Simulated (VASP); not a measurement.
# KNd2Sb3 (P-3m1) in VASP: notebook, part 2 of 2

VASP 6.6.1. The steps go on from the part before.

### 3 Single point, PBE

This run uses another cell than the first one, of 35.98 Å³/atom.

INCAR

```
ALGO = Normal
EDIFF = 1E-6
ENCUT = 500
GGA = PE
GGA_COMPAT = F
ISIF = 2
ISMEAR = 0
LASPH = T
LCHARG = F
LMAXMIX = 6
LREAL = F
LWAVE = F
NBANDS = 32
NELM = 200
PREC = Accurate
SIGMA = 0.1
```

KPOINTS

```
k-points
0
Gamma
  12 12 4
```

POSCAR

```
KNd2Sb3
1.0
    4.4355565278      0.0000000000      0.0000000000
   -2.2177782639      3.8413046330      0.0000000000
    0.0000000000      0.0000000000     12.6691867112
K Nd Sb
1 2 3
Direct
    0.0000000000      0.0000000000      0.0000000000
    0.3333333333      0.6666666667      0.6526024294
    0.6666666667      0.3333333333      0.3473975706
    0.3333333333      0.6666666667      0.1994414518
    0.0000000000      0.0000000000      0.5000000000
    0.6666666667      0.3333333333      0.8005585482
```

Potentials or basis: VASP PAW PBE potentials, release 64 (K_sv, Nd_3, Sb), 4f in core.

Command:

```
$ cat potpaw_PBE.64/K_sv/POTCAR potpaw_PBE.64/Nd_3/POTCAR potpaw_PBE.64/Sb/POTCAR > POTCAR
$ mpirun -np 1 vasp_std > vasp.out
```

OUTCAR:

```text
EDIFF = 1E-6
   ENCUT = 500
   GGA = PE
   ISIF = 2
   ISMEAR = 0
   LASPH = T
   LREAL = F
   NELM = 200
   PREC = Accurate

 ion  position               nearest neighbor table
   1  0.000  0.000  0.000-   4 3.60   6 3.60   6 3.60   4 3.60   6 3.60   4 3.60
   2  0.333  0.667  0.653-   6 3.17   6 3.17   6 3.17   5 3.21   5 3.21   5 3.21
   3  0.667  0.333  0.347-   4 3.17   4 3.17   4 3.17   5 3.21   5 3.21   5 3.21
   4  0.333  0.667  0.199-   3 3.17   3 3.17   3 3.17   1 3.60   1 3.60   1 3.60
   5  0.000  0.000  0.500-   2 3.21   3 3.21   3 3.21   2 3.21   3 3.21   2 3.21
   6  0.667  0.333  0.801-   2 3.17   2 3.17   2 3.17   1 3.60   1 3.60   1 3.60

  LATTYP: Found a hexagonal cell.
 ALAT       =     4.4355565278
 C/A-ratio  =     2.8562789431

  Lattice vectors:

 A1 = (   4.4355565278,   0.0000000000,   0.0000000000)
 A2 = (  -2.2177782639,   3.8413046330,   0.0000000000)
 A3 = (   0.0000000000,   0.0000000000,  12.6691867112)

Analysis of symmetry for initial positions (statically):
=====================================================================
 Subroutine PRICEL returns:
 Original cell was already a primitive cell.

 Routine SETGRP: Setting up the symmetry group for a
 hexagonal supercell.

 Subroutine GETGRP returns: Found 12 space group operations
 (whereof 12 operations were pure point group operations)
 out of a pool of 24 trial point group operations.

The static configuration has the point symmetry D_3d.

Analysis of symmetry for dynamics (positions and initial velocities):
=====================================================================
 Subroutine PRICEL returns:
 Original cell was already a primitive cell.

 Routine SETGRP: Setting up the symmetry group for a
 hexagonal supercell.

 Subroutine GETGRP returns: Found 12 space group operations
 (whereof 12 operations were pure point group operations)
 out of a pool of 24 trial point group operations.

The dynamic configuration has the point symmetry D_3d.

 Subroutine INISYM returns: Found 12 space group operations
 (whereof 12 operations are pure point group operations),
 and found     1 'primitive' translations

----------------------------------------------------------------------------------------

                                     Primitive cell

  volume of cell :     215.8617

  direct lattice vectors                    reciprocal lattice vectors
     4.435556528  0.000000000  0.000000000     0.225450852  0.130164110  0.000000000
    -2.217778264  3.841304633  0.000000000     0.000000000  0.260328221  0.000000000
     0.000000000  0.000000000 12.669186711     0.000000000  0.000000000  0.078931665

  length of vectors
     4.435556528  4.435556528 12.669186711     0.260328221  0.260328221  0.078931665

  position of ions in fractional coordinates (direct lattice)
     0.000000000  0.000000000  0.000000000
     0.333333333  0.666666667  0.652602429
     0.666666667  0.333333333  0.347397571
     0.333333333  0.666666667  0.199441452
     0.000000000  0.000000000  0.500000000
     0.666666667  0.333333333  0.800558548

  ion indices of the primitive-cell ions
   primitive index   ion index
                 1           1
                 2           2
                 3           3
[... 32 lines left out ...]
  0.000000  0.000000  0.000000      1.000000
  0.083333 -0.000000  0.000000      6.000000
  0.166667 -0.000000  0.000000      6.000000
  0.250000  0.000000  0.000000      6.000000
  0.333333 -0.000000  0.000000      6.000000
  0.416667  0.000000  0.000000      6.000000
[... 16 lines left out ...]
  0.166667 -0.000000  0.250000      6.000000
  0.000000  0.166667  0.250000      6.000000
 [... further k-points ...]
   k-points           NKPTS =     69   k-points in BZ     NKDIM =     69   number of bands    NBANDS=     32
   number of dos      NEDOS =    301   number of ions     NIONS =      6
   total plane-waves  NPLWV =  98304
   dimension x,y,z NGX =    32 NGY =   32 NGZ =   96
   dimension x,y,z NGXF=    64 NGYF=   64 NGZF=  192
   ions per type =               1   2   3
   NGX,Y,Z   is equivalent  to a cutoff of  11.99, 11.99, 12.60 a.u.
   NGXF,Y,Z  is equivalent  to a cutoff of  23.99, 23.99, 25.19 a.u.
 SYSTEM =  unknown system
   PREC   = accura    normal or accurate (medium, high low for compatibility)
   ISTART =      0    job   : 0-new  1-cont  2-samecut
   ICHARG =      2    charge: 1-file 2-atom 10-const
   ISPIN  =      1    spin polarized calculation?
   LNONCOLLINEAR =      F non collinear calculations
   LSORBIT =      F    spin-orbit coupling
   LASPH  =      T    aspherical Exc in radial PAW
   ENCUT  =  500.0 eV  36.75 Ry    6.06 a.u.   8.09  8.09 23.10*2*pi/ulx,y,z
   NELM   =    200;   NELMIN=  2; NELMDL= -5     # of ELM steps
   EDIFF  = 0.1E-05   stopping-criterion for ELM
   LREAL  =      F    real-space projection
   EDIFFG = 0.1E-04   stopping-criterion for IOM
   NSW    =      0    number of steps for IOM
   IBRION =     -1    ionic relax: 0-MD 1-quasi-New 2-CG
   NFREE  =      0    steps in history (QN), initial steepest desc. (CG)
   ISIF   =      2    stress and relaxation
   ISYM   =      2    0-nonsym 1-usesym 2-fastsym
   POTIM  = 0.5000    time-step for ionic-motion
   TEBEG  =    0.0;   TEEND  =   0.0 temperature during run
   PSTRESS=    0.0 pullay stress
   NELECT =      46.0000    total number of electrons
   NUPDOWN=      -1.0000    fix difference up-down
   EMIN   =  10.00;   EMAX   =-10.00  energy-range for DOS
   EFERMI =   0.00;   METHOD = LEGACY
   ISMEAR =     0;   SIGMA  =   0.10  broadening in eV -4-tet -1-fermi 0-gaus
   EFERMI_NEDOS =   21; number of points for ismear=-14 and -15
   IALGO  =     38    algorithm
   IMIX   =      4    mixing-type and parameters
     AMIX     =   0.40;   BMIX     =  1.00
     AMIX_MAG =   1.60;   BMIX_MAG =  1.00
  volume/ion in A,a.u.               =      35.98       242.78
  Fermi-wavevector in a.u.,A,eV,Ry     =   0.977842  1.847854 13.009564  0.956176
  Thomas-Fermi vector in A             =   2.108572
   LORBIT       =      0    0 simple, 1 ext, 2 COOP (PROOUT), +10 PAW based schemes
   GGA     = PE    functional components
   LHFCALC =     F    Hartree Fock is set to
   AEXX    =    0.0000 exact exchange contribution
   IVDW    =     0    specifies the selected vdW correction
   LEPSILON=     F    determine dielectric tensor
   LRPA    =     F    only Hartree local field effects (RPA)
 non-spin polarized calculation
 Gauss-broadening in eV      SIGMA  =   0.10
  energy-cutoff  :      500.00
  volume of cell :      215.86
 maximum number of plane-waves:      5505
   NGX = 17   NGY = 17   NGZ = 47

 number of electron      46.0000000 magnetization

 Free energy of the ion-electron system (eV)
  ---------------------------------------------------
  ext. energy  EPLUGINS =         0.00000000
  ---------------------------------------------------
  free energy    TOTEN  =       -27.17778060 eV

  energy without entropy =      -27.14524803  energy(sigma->0) =      -27.16151432

 E-fermi :   3.0916     XC(G=0):  -8.7431

 val. band max:        3.0865033383   @ k =   0.2500   0.0833   0.2500
 cond. band min:       3.0923388692   @ k =   0.0000   0.1667   0.2500
 fundamental gap:      0.0058355309
 Fermi energy:         3.0915934275

 k-point     1 :       0.0000    0.0000    0.0000
  band No.  band energies     occupation
      1     -34.5189      2.00000
      2     -34.5157      2.00000
      3     -26.9709      2.00000
      4     -15.7530      2.00000
      5     -15.6640      2.00000
      6     -15.5895      2.00000
[... 829 lines left out ...]
     31       6.2722      0.00000
     32       6.7938      0.00000

 [... further k-points ...]

------------------------ aborting loop because EDIFF is reached ----------------------------------------

  FORCE on cell =-STRESS in cart. coord.  units (eV):
  Direction    XX          YY          ZZ          XY          YZ          ZX
  --------------------------------------------------------------------------------------
  -------------------------------------------------------------------------------------
  Total        0.2547881      0.2547881      0.2913349      0.0000000      0.0000000     -0.0000000
  in kB        1.8910987      1.8910987      2.1623577      0.0000000      0.0000000     -0.0000000
  external PRESSURE =       1.9815183 kB  Pullay stress =       0.0000000 kB

 VOLUME and BASIS-vectors are now :
 -----------------------------------------------------------------------------
  energy-cutoff  :      500.00
  volume of cell :      215.86
      direct lattice vectors                 reciprocal lattice vectors
     4.435556528  0.000000000  0.000000000     0.225450852  0.130164110  0.000000000
    -2.217778264  3.841304633  0.000000000     0.000000000  0.260328221  0.000000000
     0.000000000  0.000000000 12.669186711     0.000000000  0.000000000  0.078931665

 POSITION                                       TOTAL-FORCE (eV/Angst)
 -----------------------------------------------------------------------------------
      0.00000      0.00000      0.00000        -0.000000      0.000000      0.000000
     -0.00000      2.56087      8.26794         0.000000     -0.000000      0.001594
      2.21778      1.28043      4.40124        -0.000000      0.000000     -0.001594
     -0.00000      2.56087      2.52676        -0.000000      0.000000     -0.029739
      0.00000      0.00000      6.33459        -0.000000      0.000000      0.000000
      2.21778      1.28043     10.14243        -0.000000     -0.000000      0.029739
 -----------------------------------------------------------------------------------
    total drift:                               -0.000000      0.000000      0.000000

  FREE ENERGIE OF THE ION-ELECTRON SYSTEM (eV)
  ---------------------------------------------------
  free  energy   TOTEN  =       -27.1777806044 eV

  energy  without entropy=      -27.1452480344  energy(sigma->0) =      -27.16151432
```

OSZICAR:

```text
N       E                     dE             d eps       ncg     rms          rms(c)
DAV:   1     0.336659820709E+03    0.33666E+03   -0.18540E+04  4416   0.120E+03
DAV:   2    -0.234909969309E+01   -0.33901E+03   -0.32899E+03  5208   0.300E+02
DAV:   3    -0.256922378426E+02   -0.23343E+02   -0.23026E+02  6688   0.697E+01
DAV:   4    -0.274415031068E+02   -0.17493E+01   -0.17402E+01  7728   0.156E+01
DAV:   5    -0.274825240383E+02   -0.41021E-01   -0.41017E-01  6008   0.226E+00    0.806E+00
DAV:   6    -0.272527513682E+02    0.22977E+00   -0.33802E-01  6024   0.253E+00    0.491E+00
DAV:   7    -0.271718611957E+02    0.80890E-01   -0.57576E-01  5648   0.322E+00    0.843E-01
DAV:   8    -0.271766180786E+02   -0.47569E-02   -0.76304E-02  6880   0.934E-01    0.321E-01
DAV:   9    -0.271773857476E+02   -0.76767E-03   -0.47503E-03  5592   0.303E-01    0.124E-01
DAV:  10    -0.271776712337E+02   -0.28549E-03   -0.95233E-04  6544   0.118E-01    0.376E-02
DAV:  11    -0.271777545659E+02   -0.83332E-04   -0.10697E-04  6040   0.448E-02    0.149E-02
DAV:  12    -0.271777784551E+02   -0.23889E-04   -0.30282E-05  5496   0.207E-02    0.725E-03
DAV:  13    -0.271777800522E+02   -0.15971E-05   -0.43681E-06  4664   0.747E-03    0.226E-03
DAV:  14    -0.271777806044E+02   -0.55214E-06   -0.57843E-07  3896   0.365E-03
   1 F= -.27177781E+02 E0= -.27161514E+02  d E =-.325326E-01
```

Wall time 4.1 min (1 thread of Intel Xeon Platinum 8488C (Sapphire Rapids), shared host); peak memory 0.59 GiB.

Results:

```
Free energy            : -27.1778 eV
Pressure               : 0.2 GPa
Largest force          : 0.030 eV/Å
Band gap on the k mesh : zero (bands 23 and 24 overlap by 1.97 eV)
```

Forces in eV/Å, atoms in the order of the input:
```
K    0.000  0.000  0.000
Nd   0.000  0.000  0.002
Nd   0.000  0.000 -0.002
Sb   0.000  0.000 -0.030
Sb   0.000  0.000  0.000
Sb   0.000  0.000  0.030
```

Caveat: spin-orbit coupling is left out, which moves the levels of the heavy elements; the 4f electrons are frozen in the core, so they carry no moment and show no levels. Spin polarisation is off, so any magnetic state and its effect on volume and gap are missing.
